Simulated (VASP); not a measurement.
# La (P6_3/mmc) in VASP: a series of runs, part 2 of 2

VASP 6.6.1. Earlier steps stand in the parts before.

### Step 3. Relaxation of cell and atoms, revPBE

This run uses another cell than the first one, of 37.42 Å³/atom.

INCAR reads:

```
SYSTEM = La
PREC = Accurate
ENCUT = 600
EDIFF = 1E-6
ISMEAR = -1
SIGMA = 0.1
LREAL = .False.
LASPH = .True.
NELM = 100
ALGO = Normal
ISIF = 3
LWAVE = .False.
LCHARG = .False.
GGA = RE
IBRION = 2
NSW = 80
EDIFFG = -0.01
```

KPOINTS reads:

```
Automatic mesh
0
Gamma
  10 10 5
  0 0 0
```

POSCAR reads:

```
La
1.0
    3.7542362609      0.0000000000      0.0000000000
   -1.8771181304      3.2512639737      0.0000000000
    0.0000000000      0.0000000000      6.1306678140
La
2
Direct
    0.3333333333      0.6666666667      0.2500000000
    0.6666666667      0.3333333333      0.7500000000
```

Potentials or basis: VASP PAW PBE potentials, release 64 (La).

Command:

```
> cat potpaw_PBE.64/La/POTCAR > POTCAR
> mpirun -np 1 vasp_std > vasp.out
```

OUTCAR:

```text
SYSTEM = La
   PREC = Accurate
   ENCUT = 600
   EDIFF = 1E-6
   ISMEAR = -1
   LREAL = .False.
   LASPH = .True.
   NELM = 100
   ISIF = 3
   GGA = RE
   IBRION = 2
   NSW = 80
   EDIFFG = -0.01

 ion  position               nearest neighbor table
   1  0.333  0.667  0.250-
   2  0.667  0.333  0.750-

  LATTYP: Found a hexagonal cell.
 ALAT       =     3.7542362609
 C/A-ratio  =     1.6330000000

  Lattice vectors:

 A1 = (   3.7542362609,   0.0000000000,   0.0000000000)
 A2 = (  -1.8771181304,   3.2512639737,   0.0000000000)
 A3 = (   0.0000000000,   0.0000000000,   6.1306678140)

Analysis of symmetry for initial positions (statically):
=====================================================================
 Subroutine PRICEL returns:
[... 413 lines left out ...]
      5      -8.8821      2.00000
      6      -8.7201      2.00000
      7      -8.7201      2.00000
      8      -8.6807      2.00000
      9       4.1871      2.00000
     10       5.7006      2.00000
     11       8.4795      0.00003
     12       8.6547      0.00001
     13       8.6547      0.00001
     14       8.8491      0.00000
[... 401 lines left out ...]
      2     -25.3842      2.00000
      3      -9.7545      2.00000
      4      -9.5898      2.00000
      5      -9.2694      2.00000
      6      -9.1318      2.00000
      7      -8.9770      2.00000
      8      -8.8989      2.00000
      9       5.9058      2.00000
     10       6.2530      1.99997
     11       7.1092      1.86037
     12       7.4506      0.60959
     13       8.2086      0.00045
     14       8.8722      0.00000
     15       8.9687      0.00000

 [... further k-points ...]

------------------------ aborting loop because EDIFF is reached ----------------------------------------

  FORCE on cell =-STRESS in cart. coord.  units (eV):
  Direction    XX          YY          ZZ          XY          YZ          ZX
  --------------------------------------------------------------------------------------
  -------------------------------------------------------------------------------------
  Total       -0.0023695     -0.0023695     -0.0072550     -0.0000000      0.0000000      0.0000000
  in kB       -0.0481815     -0.0481815     -0.1475221     -0.0000000      0.0000000      0.0000000
  external PRESSURE =      -0.0812950 kB  Pullay stress =       0.0000000 kB
[... 17 lines left out ...]
  FREE ENERGIE OF THE ION-ELECTRON SYSTEM (eV)
  ---------------------------------------------------
  free  energy   TOTEN  =        -9.2299879326 eV

  energy  without entropy=       -9.0957057899  energy(sigma->0) =       -9.16284686

 reached required accuracy - stopping structural energy minimisation
```

OSZICAR:

```text
N       E                     dE             d eps       ncg     rms          rms(c)
DAV:   1     0.261470314134E+03    0.26147E+03   -0.88889E+03  1260   0.223E+03
DAV:   2     0.343146500364E+02   -0.22716E+03   -0.22521E+03  1932   0.351E+02
[... 59 lines left out ...]
DAV:   1    -0.923356298165E+01   -0.37644E-02   -0.30528E-01  1864   0.127E+01    0.280E-01
DAV:   2    -0.923088679831E+01    0.26762E-02   -0.89906E-03  2229   0.121E+00    0.148E-01
DAV:   3    -0.922998066516E+01    0.90613E-03   -0.49416E-03  2360   0.878E-01    0.375E-02
DAV:   4    -0.922998117570E+01   -0.51055E-06   -0.19048E-04  2163   0.140E-01    0.239E-02
DAV:   5    -0.922998765119E+01   -0.64755E-05   -0.14290E-05  2124   0.377E-02    0.445E-03
DAV:   6    -0.922998793264E+01   -0.28145E-06   -0.11002E-06  1507   0.157E-02
   7 F= -.92299879E+01 E0= -.91628469E+01  d E =-.811101E-03
```

Run time: 2.9 min. Hardware: 1 thread of Intel Xeon 6975P-C (Granite Rapids), shared host; peak memory 0.24 GiB.

What came out:

* Free energy: -9.2300 eV
* Relaxed volume: 39.40 Å³/atom
* Relaxed cell: a = 3.842 Å, b = 3.842 Å, c = 6.165 Å, α = 90.00°, β = 90.00°, γ = 120.00°
* Space group after relaxing (to 0.1 Å): P6_3/mmc (No. 194)
* Energy gained by relaxing: 8.1 meV/atom
* Ionic steps: 7
* Pressure after relaxing: 0.0 GPa
* Band gap on the k mesh: zero (bands 11 and 12 overlap by 1.44 eV)

The path:
```csv
step,energy change (eV),largest force (eV/Å),pressure (GPa),volume (Å³)
1,0.0000,0.0000,1.28,74.83
2,-0.0151,0.0000,0.18,78.11
3,-0.0155,0.0000,-0.02,78.77
4,-0.0159,0.0000,-0.01,78.78
5,-0.0162,0.0000,0.00,78.79
6,-0.0161,0.0000,0.02,78.80
7,-0.0163,0.0000,-0.01,78.79
```

Final structure:
```
La
1.0
     3.84176    0.00000    0.00000
    -1.92088    3.32707    0.00000
     0.00000    0.00000    6.16455
La
2
Direct
  0.33333 0.66667 0.25000
  0.66667 0.33333 0.75000
```

Caveat: the PAW data sets were made with another functional, which shifts forces and pressure a little; spin-orbit coupling is left out, which moves the levels of the heavy elements.

### Step 4. Single point, revPBE

This run uses another cell than the first one, of 39.31 Å³/atom.

INCAR reads:

```
PREC     = Accurate       # precision mode
ENCUT    = 520            # plane-wave cutoff, eV
EDIFF    = 1E-7           # SCF threshold, eV
ISMEAR   = -1             # smearing method
SIGMA    = 0.1            # smearing width, eV
LREAL    = F              # projectors in reciprocal space
LASPH    = T              # aspherical terms in the spheres
NELM     = 100            # most SCF steps
ALGO     = Normal         # electronic algorithm
ISIF     = 2              # what is computed and relaxed
LWAVE    = F              # write WAVECAR
LCHARG   = F              # write CHGCAR
GGA      = RE             # functional
NBANDS   = 18             # bands
```

KPOINTS reads:

```
Automatic mesh
0
Gamma
  16 16 9
```

POSCAR reads:

```
La
1.0
    3.8386783143      0.0000000000      0.0000000000
   -1.9193391571      3.3243929371      0.0000000000
    0.0000000000      0.0000000000      6.1610978905
La
2
Direct
    0.3333333333      0.6666666667      0.2500000000
    0.6666666667      0.3333333333      0.7500000000
```

Command:

```
> cat potpaw_PBE.64/La/POTCAR > POTCAR
> mpirun -np 1 vasp_std > vasp.out
```

Wall time 2.6 min (1 thread of Intel Xeon 6975P-C (Granite Rapids), shared host); peak memory 0.34 GiB.

Results (log left out):

| Quantity | Value |
| --- | --- |
| Free energy | -9.2313 eV |
| Pressure | 0.0 GPa |
| Band gap on the k mesh | zero (bands 11 and 12 overlap by 1.42 eV) |

Levels at points of the mesh, in eV from the Fermi level:
| k point | band 8 | band 9 | band 10 | band 11 | band 12 | band 13 | band 14 | band 15 |
| --- | --- | --- | --- | --- | --- | --- | --- | --- |
| (0.00, 0.00, 0.00) | -16.04 | -3.18 | -1.67 | 1.12 | 1.29 | 1.29 | 1.49 | 1.57 |
| (0.50, 0.00, 0.00) | -16.22 | -1.45 | -1.12 | -1.03 | 1.02 | 1.19 | 1.25 | 1.44 |

Caveat: the PAW data sets were made with another functional, which shifts forces and pressure a little; spin-orbit coupling is left out, which moves the levels of the heavy elements.

### Step 5. Overview

| task | cell | k mesh | cutoff (eV) | gap on the mesh (eV) | pressure (GPa) |
| --- | --- | --- | --- | --- | --- |
| single point | a = 3.986, b = 3.986, c = 6.398 Å, angles 90.0, 90.0, 120.0°, 2 atoms | 11 × 11 × 6 | 520 | none | -2.4 |
| relaxation of cell and atoms | relaxed from a = 3.754, b = 3.754, c = 6.131 Å, angles 90.0, 90.0, 120.0°, 2 atoms | 10 × 10 × 5 | 600 | none | 0.0 |
| single point | a = 3.839, b = 3.839, c = 6.161 Å, angles 90.0, 90.0, 120.0°, 2 atoms | 16 × 16 × 9 | 520 | none | 0.0 |

Alike in all rows: level revPBE; potentials or basis VASP PAW PBE potentials, release 64 (La); no spin polarisation; smearing fermi-dirac 0.1 eV.

Caveats: the PAW data sets were made with another functional, which shifts forces and pressure a little; spin-orbit coupling is left out, which moves the levels of the heavy elements.

Absolute energies hang on the potentials; compare differences alone.
